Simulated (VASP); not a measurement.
# InSb (F-43m) in VASP: electric field gradients with PBE

Aim: the electric field gradients of InSb with PBE.

Everything below comes from runs of VASP 6.6.1. Logs are shortened: lines on timing, memory, paths and dates and some standing lists are left out, and cuts for length are marked.

**1. The cell of the first run**

It takes space group F-43m (No. 216, cubic). The conventional cell has a = 6.478 Å, b = 6.478 Å, c = 6.478 Å, α = 90.00°, β = 90.00°, γ = 90.00°. Within 3.7 Å of In (site symmetry -43m) lie 4 Sb at 2.81 Å. Sb (site symmetry -43m) has 4 In at 2.81 Å within 3.7 Å.

**2. Electric field gradients, PBE, non-collinear spin, zero start, spin-orbit coupling**

Input file INCAR:

```
SYSTEM = InSb
ALGO = Normal
EDIFF = 1E-8
ENCUT = 520
GGA = PE
GGA_COMPAT = .False.
ISIF = 2
ISMEAR = -1
LASPH = .True.
LCHARG = .False.
LEFG = .True.
LNONCOLLINEAR = .True.
LORBIT = 11
LORBMOM = .True.
LREAL = .False.
LSORBIT = .True.
LWAVE = .False.
MAGMOM = 0 0 0 0 0 0
NBANDS = 30
NELM = 150
PREC = Accurate
SIGMA = 0.05
```

Input file KPOINTS:

```
k-points
0
Gamma
  9 9 9
  0 0 0
```

Input file POSCAR:

```
InSb
1.0
    0.0000000000      3.2391000000      3.2391000000
    3.2391000000      0.0000000000      3.2391000000
    3.2391000000      3.2391000000      0.0000000000
In Sb
1 1
Direct
    0.0000000000      0.0000000000      0.0000000000
    0.7500000000      0.7500000000      0.7500000000
```

Potentials or basis: VASP PAW PBE potentials, release 64 (In_d, Sb).

Launch:

```bash
cat potpaw_PBE.64/In_d/POTCAR potpaw_PBE.64/Sb/POTCAR > POTCAR
mpirun -np 1 vasp_ncl > vasp.out
```

OUTCAR:

```text
SYSTEM = InSb
   EDIFF = 1E-8
   ENCUT = 520
   GGA = PE
   ISIF = 2
   ISMEAR = -1
   LASPH = .True.
   LNONCOLLINEAR = .True.
   LORBIT = 11
   LREAL = .False.
   LSORBIT = .True.
   NELM = 150
   PREC = Accurate

 ion  position               nearest neighbor table
   1  0.000  0.000  0.000-   2 2.81   2 2.81   2 2.81   2 2.81
   2  0.750  0.750  0.750-   1 2.81   1 2.81   1 2.81   1 2.81

  LATTYP: Found a face centered cubic cell.
 ALAT       =     6.4782000000

  Lattice vectors:

 A1 = (   0.0000000000,   3.2391000000,   3.2391000000)
 A2 = (   3.2391000000,   0.0000000000,   3.2391000000)
 A3 = (   3.2391000000,   3.2391000000,   0.0000000000)

Analysis of symmetry for initial positions (statically):
=====================================================================
 Subroutine PRICEL returns:
 Original cell was already a primitive cell.

 Routine SETGRP: Setting up the symmetry group for a
 face centered cubic supercell.

 Subroutine GETGRP returns: Found 24 space group operations
 (whereof 24 operations were pure point group operations)
 out of a pool of 48 trial point group operations.

The static configuration has the point symmetry T_d .

Analysis of symmetry for dynamics (positions and initial velocities):
=====================================================================
 Subroutine PRICEL returns:
 Original cell was already a primitive cell.

 Routine SETGRP: Setting up the symmetry group for a
 face centered cubic supercell.

 Subroutine GETGRP returns: Found 24 space group operations
 (whereof 24 operations were pure point group operations)
 out of a pool of 48 trial point group operations.

The dynamic configuration has the point symmetry T_d .

Analysis of structural, dynamic, and magnetic symmetry:
=====================================================================
 Subroutine PRICEL returns:
 Original cell was already a primitive cell.

 Routine SETGRP: Setting up the symmetry group for a
 face centered cubic supercell.

 Subroutine GETGRP returns: Found 24 space group operations
 (whereof 24 operations were pure point group operations)
 out of a pool of 48 trial point group operations.

The overall configuration has the point symmetry T_d .

 Subroutine INISYM returns: Found 24 space group operations
 (whereof 24 operations are pure point group operations),
 and found     1 'primitive' translations

----------------------------------------------------------------------------------------

                                     Primitive cell

  volume of cell :      67.9678

  direct lattice vectors                    reciprocal lattice vectors
     0.000000000  3.239100000  3.239100000    -0.154363867  0.154363867  0.154363867
     3.239100000  0.000000000  3.239100000     0.154363867 -0.154363867  0.154363867
     3.239100000  3.239100000  0.000000000     0.154363867  0.154363867 -0.154363867

  length of vectors
     4.580779150  4.580779150  4.580779150     0.267366060  0.267366060  0.267366060

  position of ions in fractional coordinates (direct lattice)
     0.000000000  0.000000000  0.000000000
     0.750000000  0.750000000  0.750000000

  ion indices of the primitive-cell ions
   primitive index   ion index
                 1           1
                 2           2

----------------------------------------------------------------------------------------

 KPOINTS: k-points

Automatic generation of k-mesh.
 Grid dimensions read from file:
 generate k-points for:    9    9    9

 Generating k-lattice:

  Cartesian coordinates                     Fractional coordinates (reciprocal lattice)
    -0.017151541  0.017151541  0.017151541     0.111111111  0.000000000  0.000000000
     0.017151541 -0.017151541  0.017151541     0.000000000  0.111111111  0.000000000
     0.017151541  0.017151541 -0.017151541     0.000000000  0.000000000  0.111111111

[... 920 lines left out ...]
 VOLUME and BASIS-vectors are now :
 -----------------------------------------------------------------------------
  energy-cutoff  :      520.00
  volume of cell :       67.97
      direct lattice vectors                 reciprocal lattice vectors
     0.000000000  3.239100000  3.239100000    -0.154363867  0.154363867  0.154363867
     3.239100000  0.000000000  3.239100000     0.154363867 -0.154363867  0.154363867
     3.239100000  3.239100000  0.000000000     0.154363867  0.154363867 -0.154363867

 POSITION                                       TOTAL-FORCE (eV/Angst)
 -----------------------------------------------------------------------------------
      0.00000      0.00000      0.00000         0.000000     -0.000000     -0.000000
      4.85865      4.85865      4.85865        -0.000000      0.000000      0.000000
 -----------------------------------------------------------------------------------
    total drift:                               -0.000000     -0.000000     -0.000000

  FREE ENERGIE OF THE ION-ELECTRON SYSTEM (eV)
  ---------------------------------------------------
  free  energy   TOTEN  =        -7.0063175018 eV

  energy  without entropy=       -7.0059932943  energy(sigma->0) =       -7.00615540

 Electric field gradients (V/A^2)
---------------------------------------------------------------------
 ion       V_xx      V_yy      V_zz      V_xy      V_xz      V_yz
---------------------------------------------------------------------
   1       0.000     0.000     0.000     0.001     0.001     0.001
   2      -0.000    -0.000    -0.000    -0.000    -0.000    -0.000
---------------------------------------------------------------------

 Electric field gradients after diagonalization (V/A^2)
 (convention: |V_zz| > |V_xx| > |V_yy|)
----------------------------------------------------------------------
 ion       V_xx      V_yy      V_zz     asymmetry (V_yy - V_xx)/ V_zz
----------------------------------------------------------------------
   1      -0.001    -0.001     0.003       0.000
   2       0.000     0.000    -0.000       0.000
----------------------------------------------------------------------

           NMR quadrupolar parameters

 Cq : quadrupolar parameter    Cq=e*Q*V_zz/h
 eta: asymmetry parameters     (V_yy - V_xx)/ V_zz
 Q  : nuclear electric quadrupole moment in mb (millibarn)
----------------------------------------------------------------------
 ion       Cq(MHz)       eta       Q (mb)
----------------------------------------------------------------------
   1       0.000       0.000       1.000
   2      -0.000       0.000       1.000
----------------------------------------------------------------------

 orbital moment (x)

 # of ion     p       d       tot
 ----------------------------------------
  1         0.000   0.000   0.000
  2        -0.000  -0.000  -0.000
 ----------------------------------------
            0.000  -0.000   0.000

 orbital moment (y)

 # of ion     p       d       tot
 ----------------------------------------
  1         0.000   0.000   0.000
  2         0.000   0.000   0.000
 ----------------------------------------
            0.000   0.000   0.000

 orbital moment (z)

 # of ion     p       d       tot
 ----------------------------------------
  1         0.000   0.000   0.000
  2         0.000   0.000   0.000
 ----------------------------------------
            0.000   0.000   0.000

 Spin-Orbit-Coupling matrix elements

 Ion:    1  E_soc:     -0.0760343
 l=   1
     0.0000000    -0.0062776    -0.0062776
    -0.0062776     0.0000000    -0.0062776
    -0.0062776    -0.0062776     0.0000000
 l=   2
     0.0000000    -0.0012670     0.0000000    -0.0012670    -0.0051277
    -0.0012670     0.0000000    -0.0038458    -0.0012670    -0.0012819
     0.0000000    -0.0038458     0.0000000    -0.0038458     0.0000000
    -0.0012670    -0.0012670    -0.0038458     0.0000000    -0.0012819
    -0.0051277    -0.0012819     0.0000000    -0.0012819     0.0000000
 l=   3
     0.0000000     0.0000000     0.0000000     0.0000000     0.0000000     0.0000000     0.0000000
     0.0000000     0.0000000     0.0000000     0.0000000     0.0000000     0.0000000     0.0000000
     0.0000000     0.0000000     0.0000000     0.0000000     0.0000000     0.0000000     0.0000000
     0.0000000     0.0000000     0.0000000     0.0000000     0.0000000     0.0000000     0.0000000
     0.0000000     0.0000000     0.0000000     0.0000000     0.0000000     0.0000000     0.0000000
     0.0000000     0.0000000     0.0000000     0.0000000     0.0000000     0.0000000     0.0000000
     0.0000000     0.0000000     0.0000000     0.0000000     0.0000000     0.0000000     0.0000000

 Ion:    2  E_soc:     -0.1293128
 l=   1
     0.0000000    -0.0214618    -0.0214618
    -0.0214618     0.0000000    -0.0214618
    -0.0214618    -0.0214618     0.0000000
 l=   2
     0.0000000    -0.0000335     0.0000000    -0.0000335    -0.0000568
    -0.0000335     0.0000000    -0.0000426    -0.0000335    -0.0000142
     0.0000000    -0.0000426     0.0000000    -0.0000426     0.0000000
    -0.0000335    -0.0000335    -0.0000426     0.0000000    -0.0000142
    -0.0000568    -0.0000142     0.0000000    -0.0000142     0.0000000
 l=   3
     0.0000000     0.0000000     0.0000000     0.0000000     0.0000000     0.0000000     0.0000000
     0.0000000     0.0000000     0.0000000     0.0000000     0.0000000     0.0000000     0.0000000
     0.0000000     0.0000000     0.0000000     0.0000000     0.0000000     0.0000000     0.0000000
     0.0000000     0.0000000     0.0000000     0.0000000     0.0000000     0.0000000     0.0000000
     0.0000000     0.0000000     0.0000000     0.0000000     0.0000000     0.0000000     0.0000000
     0.0000000     0.0000000     0.0000000     0.0000000     0.0000000     0.0000000     0.0000000
     0.0000000     0.0000000     0.0000000     0.0000000     0.0000000     0.0000000     0.0000000

 total charge

# of ion       s       p       d       tot
------------------------------------------
    1        0.873   0.718   9.865  11.455
    2        1.135   1.341   0.020   2.496
--------------------------------------------------
tot          2.008   2.059   9.885  13.952

 magnetization (x)

# of ion       s       p       d       tot
------------------------------------------
    1       -0.000  -0.000   0.000  -0.000
    2       -0.000  -0.000   0.000  -0.000
--------------------------------------------------
tot         -0.000  -0.000   0.000  -0.000

 magnetization (y)

# of ion       s       p       d       tot
------------------------------------------
    1        0.000  -0.000   0.000  -0.000
    2        0.000   0.000  -0.000  -0.000
--------------------------------------------------
tot          0.000  -0.000  -0.000  -0.000

 magnetization (z)

# of ion       s       p       d       tot
------------------------------------------
    1        0.000  -0.000  -0.000   0.000
    2       -0.000   0.000   0.000  -0.000
--------------------------------------------------
tot          0.000  -0.000   0.000   0.000
```

Run time: 21 min. Hardware: 1 thread of Intel Xeon 8259CL, shared host; peak memory 0.49 GiB.

What came out:

| Quantity | Value |
| --- | --- |
| Free energy | -7.0063 eV |
| Pressure | 3.2 GPa |
| Net moment | 0.00 μB per cell |
| Largest electric field gradient by atom | under 0.05 V/Å² on every atom |
| Valence electrons inside the program's atomic spheres | In 11.46; Sb 2.50 |

Moments on the atoms (μB; x, y, z):
```
In  0.00 0.00 0.00
Sb  0.00 0.00 0.00
```

Caveat: the cell stands under pressure.
